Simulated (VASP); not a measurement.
Set up this calculation in VASP 6.6.1, as the native input.

```yaml
Task: single point
Functional: PBE
Dispersion: D3(BJ)
Potentials_or_basis: VASP PAW PBE potentials, release 64 (Si, N)
Cutoff: 520 eV
k_mesh: 9 × 9 × 1
Occupations: gaussian, width 0.05 eV
Spin: no spin polarisation
Dipole_correction: yes
Further_INCAR_settings: ALGO = Normal; EDIFF = 1e-06; NBANDS = 27
```

The structure of Si3N lies in POSCAR:

```
Si3N
1.0
    3.8155170197      0.0000000000      0.0000000000
   -1.9077585099      3.3043346676      0.0000000000
    0.0000000000      0.0000000000     25.7913833664
Si N
6 2
Direct
    0.6666666667      0.3333333333      0.1550905565
    0.3333333333      0.6666666667      0.1859793801
    0.3333333333      0.6666666667      0.2774751471
    0.6666666667      0.3333333333      0.3070263804
    0.6666666667      0.3333333333      0.3997350368
    0.3333333333      0.6666666667      0.4261649408
    0.3333333333      0.8333333333      0.5696237056
    0.3333333333      0.8333333333      0.6122736087
```

One way to write it, as run:

INCAR

```
SYSTEM = Si3N
  PREC = Accurate
  ENCUT = 520
  EDIFF = 1E-6
  ISMEAR = 0
  SIGMA = 0.05
  LREAL = .False.
  LASPH = .True.
  NELM = 60
  ALGO = Normal
  ISIF = 2
  LWAVE = .False.
  LCHARG = .True.
  LDIPOL = .True.
  IDIPOL = 3
  DIPOL = 0.5 0.5 0.367
  GGA = PE
  IVDW = 12
  LELF = .True.
  LVHAR = .True.
  LVACPOTAV = .True.
  NBANDS = 27
```

KPOINTS

```
regular mesh
0
Gamma
  9 9 1
  0 0 0
```

Potentials or basis: VASP PAW PBE potentials, release 64 (Si, N).

Run with:

```bash
$ cat potpaw_PBE.64/Si/POTCAR potpaw_PBE.64/N/POTCAR > POTCAR
$ mpirun -np 1 vasp_std > vasp.out
```

It gave:

- Largest force: 2.134 eV/Å
- Band gap on the k mesh: zero (band 17 reaches -0.19 eV, above the bottom of band 18 at -0.27 eV)
- Dispersion energy per atom: -0.222 eV

Caveat: the standard files for N, O and F lose accuracy on very short bonds.

It took 12 min on 1 thread of Intel(R) Xeon(R) Platinum 8259CL CPU @ 2.50GHz (Skylake/Cascade Lake) (shared host), peak memory 0.57 GiB.
